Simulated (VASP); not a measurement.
# ZrB2 (P6/mmm) in VASP: notebook, part 2 of 2

VASP 6.6.1. Earlier steps stand in the parts before.

## (3) Single point, LDA (volume 9.883 Å^3 an atom, c/a of the conventional cell 1.0482)

Input file INCAR:

```
SYSTEM = ZrB2
ALGO = Normal
EDIFF = 1E-6
ENCUT = 520
ISIF = 2
ISMEAR = 0
LASPH = .True.
LCHARG = .False.
LREAL = .False.
LWAVE = .False.
NBANDS = 16
NELM = 100
PREC = Accurate
SIGMA = 0.15
```

Input file KPOINTS:

```
k-points
0
Gamma
  18 18 12
  0 0 0
```

Input file POSCAR:

```
ZrB2
1.0
    3.1965344084      0.0000000000      0.0000000000
   -1.5982672042      2.7682800018      0.0000000000
    0.0000000000      0.0000000000      3.3506073669
Zr B
1 2
Direct
    0.0000000000      0.0000000000      0.0000000000
    0.3333333333      0.6666666667      0.5000000000
    0.6666666667      0.3333333333      0.5000000000
```

Potentials or basis: VASP PAW LDA potentials, release 64 (Zr_sv, B).

The run is started by

```sh
$ cat potpaw_LDA.64/Zr_sv/POTCAR potpaw_LDA.64/B/POTCAR > POTCAR
$ mpirun -np 1 vasp_std > vasp.out
```

OUTCAR:

```text
SYSTEM = ZrB2
   EDIFF = 1E-6
   ENCUT = 520
   ISIF = 2
   ISMEAR = 0
   LASPH = .True.
   LREAL = .False.
   NELM = 100
   PREC = Accurate

 ion  position               nearest neighbor table
   1  0.000  0.000  0.000-   2 2.49   3 2.49   2 2.49   3 2.49   3 2.49   3 2.49   2 2.49   2 2.49
                             3 2.49   3 2.49   2 2.49   2 2.49
   2  0.333  0.667  0.500-   3 1.85   3 1.85   3 1.85   1 2.49   1 2.49   1 2.49   1 2.49   1 2.49
                             1 2.49
   3  0.667  0.333  0.500-   2 1.85   2 1.85   2 1.85   1 2.49   1 2.49   1 2.49   1 2.49   1 2.49
                             1 2.49

  LATTYP: Found a hexagonal cell.
 ALAT       =     3.1965344084
 C/A-ratio  =     1.0482000000

  Lattice vectors:

 A1 = (   3.1965344084,   0.0000000000,   0.0000000000)
 A2 = (  -1.5982672042,   2.7682800018,   0.0000000000)
 A3 = (   0.0000000000,   0.0000000000,   3.3506073669)

Analysis of symmetry for initial positions (statically):
=====================================================================
 Subroutine PRICEL returns:
 Original cell was already a primitive cell.

 Routine SETGRP: Setting up the symmetry group for a
 hexagonal supercell.

[... 165 lines left out ...]
  free energy    TOTEN  =       -27.40425897 eV

  energy without entropy =      -27.40139194  energy(sigma->0) =      -27.40282546

 E-fermi :  10.8966     XC(G=0): -12.7631

 val. band max:       10.8844533516   @ k =   0.0556   0.0556   0.4167
 cond. band min:      10.9151481648   @ k =   0.0556   0.0556   0.5000
 fundamental gap:      0.0306948132
 Fermi energy:        10.8966377297

 k-point     1 :       0.0000    0.0000    0.0000
  band No.  band energies     occupation
      1     -37.2556      2.00000
      2     -15.5605      2.00000
      3     -15.0983      2.00000
      4     -15.0983      2.00000
      5      -1.7583      2.00000
      6       7.7587      2.00000
[... 433 lines left out ...]
      3     -15.3919      2.00000
      4     -15.3792      2.00000
      5       1.5878      2.00000
      6       3.0672      2.00000
[... 8 lines left out ...]
     15      19.8750      0.00000
     16      20.7932      0.00000

 [... further k-points ...]
[... 5 lines left out ...]
  --------------------------------------------------------------------------------------
  -------------------------------------------------------------------------------------
  Total       -1.2716977     -1.2716977      2.6139345      0.0000000     -0.0000000     -0.0000000
  in kB      -68.7197426    -68.7197426    141.2512653      0.0000000     -0.0000000     -0.0000000
  external PRESSURE =       1.2705933 kB  Pullay stress =       0.0000000 kB

 VOLUME and BASIS-vectors are now :
 -----------------------------------------------------------------------------
  energy-cutoff  :      520.00
  volume of cell :       29.65
      direct lattice vectors                 reciprocal lattice vectors
     3.196534408  0.000000000  0.000000000     0.312838804  0.180617567  0.000000000
    -1.598267204  2.768280002  0.000000000     0.000000000  0.361235135  0.000000000
     0.000000000  0.000000000  3.350607367     0.000000000  0.000000000  0.298453352

 POSITION                                       TOTAL-FORCE (eV/Angst)
 -----------------------------------------------------------------------------------
      0.00000      0.00000      0.00000        -0.000000      0.000000     -0.000000
     -0.00000      1.84552      1.67530        -0.000000      0.000000     -0.000000
      1.59827      0.92276      1.67530         0.000000     -0.000000      0.000000
 -----------------------------------------------------------------------------------
    total drift:                               -0.000000      0.000000      0.000000

  FREE ENERGIE OF THE ION-ELECTRON SYSTEM (eV)
  ---------------------------------------------------
  free  energy   TOTEN  =       -27.4042589748 eV

  energy  without entropy=      -27.4013919366  energy(sigma->0) =      -27.40282546
```

It took 42 s on 1 thread of Intel Xeon Platinum 8488C (Sapphire Rapids), shared host; peak memory 0.23 GiB.

What came out:

* Free energy: -27.4043 eV
* Pressure: 0.1 GPa
* Band gap on the k mesh: zero (band 9 reaches 11.52 eV, above the bottom of band 10 at 10.53 eV)

Stress tensor (GPa, compression positive):
```
-6.87  0.00  0.00
 0.00 -6.87  0.00
 0.00  0.00 14.13
```

## (4) Single point, LDA (volume 9.883 Å^3 an atom, c/a of the conventional cell 1.1834)

Input file INCAR:

```
SYSTEM = ZrB2
PREC     = Accurate       ! precision mode
ENCUT    = 520            ! plane-wave cutoff, eV
EDIFF    = 1E-7           ! SCF threshold, eV
ISMEAR   = 0              ! smearing method
SIGMA    = 0.15           ! smearing width, eV
LREAL    = .False.        ! projectors in reciprocal space
LASPH    = .True.         ! aspherical terms in the spheres
NELM     = 100            ! most SCF steps
ALGO     = Normal         ! electronic algorithm
ISIF     = 2              ! what is computed and relaxed
LWAVE    = .False.        ! write WAVECAR
LCHARG   = .False.        ! write CHGCAR
GGA      = CA             ! functional
NBANDS   = 16             ! bands
```

Input file KPOINTS:

```
Automatic mesh
0
Gamma
  18 18 12
  0 0 0
```

Input file POSCAR:

```
ZrB2
1.0
    3.0698482926      0.0000000000      0.0000000000
   -1.5349241463      2.6585666071      0.0000000000
    0.0000000000      0.0000000000      3.6328584695
Zr B
1 2
Direct
    0.0000000000      0.0000000000      0.0000000000
    0.3333333333      0.6666666667      0.5000000000
    0.6666666667      0.3333333333      0.5000000000
```

Potentials or basis: VASP PAW LDA potentials, release 64 (Zr_sv, B).

The run is started by

```sh
$ cat potpaw_LDA.64/Zr_sv/POTCAR potpaw_LDA.64/B/POTCAR > POTCAR
$ mpirun -np 1 vasp_std > vasp.out
```

OUTCAR:

```text
SYSTEM = ZrB2
   PREC = Accurate
   ENCUT = 520
   EDIFF = 1E-7
   ISMEAR = 0
   LREAL = .False.
   LASPH = .True.
   NELM = 100
   ISIF = 2
   GGA = CA

 ion  position               nearest neighbor table
   1  0.000  0.000  0.000-   2 2.54   3 2.54   2 2.54   3 2.54   2 2.54   2 2.54   3 2.54   3 2.54
                             3 2.54   3 2.54   2 2.54   2 2.54
   2  0.333  0.667  0.500-   3 1.77   3 1.77   3 1.77   1 2.54   1 2.54   1 2.54   1 2.54   1 2.54
                             1 2.54
   3  0.667  0.333  0.500-   2 1.77   2 1.77   2 1.77   1 2.54   1 2.54   1 2.54   1 2.54   1 2.54
                             1 2.54

  LATTYP: Found a hexagonal cell.
 ALAT       =     3.0698482926
 C/A-ratio  =     1.1834000000

  Lattice vectors:

 A1 = (   3.0698482926,   0.0000000000,   0.0000000000)
 A2 = (  -1.5349241463,   2.6585666071,   0.0000000000)
 A3 = (   0.0000000000,   0.0000000000,   3.6328584695)

Analysis of symmetry for initial positions (statically):
=====================================================================
 Subroutine PRICEL returns:
 Original cell was already a primitive cell.

 Routine SETGRP: Setting up the symmetry group for a
 hexagonal supercell.

 Subroutine GETGRP returns: Found 24 space group operations
 (whereof 24 operations were pure point group operations)
[... 165 lines left out ...]
  energy without entropy =      -27.39981596  energy(sigma->0) =      -27.40128056

 E-fermi :  10.8662     XC(G=0): -12.7486

 val. band max:       10.8540986368   @ k =   0.2778   0.1667   0.0000
 cond. band min:      10.8722715494   @ k =   0.3889   0.2222   0.0000
 fundamental gap:      0.0181729126
 Fermi energy:        10.8661543841

 k-point     1 :       0.0000    0.0000    0.0000
  band No.  band energies     occupation
      1     -37.4790      2.00000
      2     -15.8774      2.00000
      3     -15.1125      2.00000
      4     -15.1125      2.00000
      5      -1.9372      2.00000
      6       8.0078      2.00000
[... 433 lines left out ...]
      3     -15.6369      2.00000
      4     -15.4783      2.00000
      5       1.5708      2.00000
      6       3.1869      2.00000
[... 8 lines left out ...]
     15      20.2671      0.00000
     16      20.6117      0.00000

 [... further k-points ...]
[... 5 lines left out ...]
  --------------------------------------------------------------------------------------
  -------------------------------------------------------------------------------------
  Total        1.6385280      1.6385280     -2.3597054      0.0000000     -0.0000000      0.0000000
  in kB       88.5424467     88.5424467   -127.5132857      0.0000000     -0.0000000      0.0000000
  external PRESSURE =      16.5238692 kB  Pullay stress =       0.0000000 kB

 VOLUME and BASIS-vectors are now :
 -----------------------------------------------------------------------------
  energy-cutoff  :      520.00
  volume of cell :       29.65
      direct lattice vectors                 reciprocal lattice vectors
     3.069848293  0.000000000  0.000000000     0.325748996  0.188071271  0.000000000
    -1.534924146  2.658566607  0.000000000     0.000000000  0.376142541  0.000000000
     0.000000000  0.000000000  3.632858469     0.000000000  0.000000000  0.275265334

 POSITION                                       TOTAL-FORCE (eV/Angst)
 -----------------------------------------------------------------------------------
      0.00000      0.00000      0.00000         0.000000     -0.000000      0.000000
     -0.00000      1.77238      1.81643         0.000000     -0.000000      0.000000
      1.53492      0.88619      1.81643        -0.000000      0.000000      0.000000
 -----------------------------------------------------------------------------------
    total drift:                               -0.000000      0.000000      0.000000

  FREE ENERGIE OF THE ION-ELECTRON SYSTEM (eV)
  ---------------------------------------------------
  free  energy   TOTEN  =       -27.4027451672 eV

  energy  without entropy=      -27.3998159594  energy(sigma->0) =      -27.40128056
```

Wall time 51 s (1 thread of Intel Xeon Platinum 8488C (Sapphire Rapids), shared host); peak memory 0.22 GiB.

What came out:

```yaml
Free_energy: -27.4027 eV
Pressure: 1.7 GPa
Band_gap_on_the_k_mesh: zero (band 9 reaches 11.66 eV, above the bottom of band 10 at 10.15 eV)
```

Stress tensor (GPa, compression positive):
```
  8.85   0.00   0.00
  0.00   8.85   0.00
  0.00   0.00 -12.75
```

## (5) Overview

| cell | gap on the mesh (eV) | pressure (GPa) |
| --- | --- | --- |
| a = 3.218, b = 3.218, c = 3.174 Å, angles 90.0, 90.0, 120.0°, 3 atoms | none | 12.0 |
| a = 3.197, b = 3.197, c = 3.351 Å, angles 90.0, 90.0, 120.0°, 3 atoms | none | 0.1 |
| a = 3.070, b = 3.070, c = 3.633 Å, angles 90.0, 90.0, 120.0°, 3 atoms | none | 1.7 |

Alike in all rows: task single point; level LDA; potentials or basis VASP PAW LDA potentials, release 64 (Zr_sv, B); no spin polarisation; k mesh 18 × 18 × 12; cutoff (eV) 520; smearing gaussian 0.15 eV.

Total energies depend on the potentials used, so only differences within one code and one set of settings carry meaning.
